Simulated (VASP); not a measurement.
**Ta2Ti: relaxation of cell and atoms with PBE**

Ta2Ti:

```
CELL_PARAMETERS angstrom
0.00000 3.85521 3.85521
3.85521 0.00000 3.85521
3.85521 3.85521 0.00000
ATOMIC_POSITIONS crystal
Ti 0.50000 0.50000 0.50000
Ti 0.75000 0.75000 0.75000
Ta 0.12500 0.12500 0.12500
Ta 0.62500 0.12500 0.12500
Ta 0.12500 0.12500 0.62500
Ta 0.12500 0.62500 0.12500
```

```json
{
  "Program": "VASP 6.6.1",
  "Task": "relaxation of cell and atoms",
  "Functional": "PBE",
  "Potentials or basis": "VASP PAW PBE potentials, release 64 (Ti_sv, Ta_pv)",
  "Cutoff": "600 eV",
  "k mesh": "8 × 8 × 8",
  "Occupations": "gaussian, width 0.1 eV",
  "Spin": "no spin polarisation",
  "Dipole correction": "no",
  "Further INCAR settings": "ALGO = Fast; EDIFF = 1e-06; IBRION = 2; EDIFFG = -0.01; NSW = 100; ISIF = 3"
}
```

```yaml
Pressure_after_relaxing: 0.0 GPa
Band_gap_on_the_k_mesh: zero (bands 34 and 35 overlap by 0.55 eV)
```

Final structure:
```
Ti Ta
1.0
     0.00000    3.85521    3.85521
     3.85521    0.00000    3.85521
     3.85521    3.85521    0.00000
Ti Ta
2 4
Direct
  0.50000 0.50000 0.50000
  0.75000 0.75000 0.75000
  0.12500 0.12500 0.12500
  0.62500 0.12500 0.12500
  0.12500 0.12500 0.62500
  0.12500 0.62500 0.12500
```

Levels at points of the mesh, in eV from the Fermi level:
```tsv
k point	band 31	band 32	band 33	band 34	band 35	band 36	band 37	band 38
(0.00, 0.00, 0.00)	0.05	0.05	0.40	0.40	0.40	1.45	1.45	1.45
(0.50, 0.00, 0.00)	-0.35	-0.35	-0.30	-0.14	-0.14	0.03	1.30	1.34
(0.50, 0.50, 0.00)	-0.39	-0.39	-0.13	-0.13	-0.12	-0.12	1.04	1.04
```

Run time: 9.4 min on 1 thread of Intel(R) Xeon(R) 6975P-C (Granite Rapids) (shared host), peak memory 0.4 GiB.

Caveat: the relaxation stopped at its first step, so nothing moved; spin-orbit coupling is left out, which moves the levels of the heavy elements.
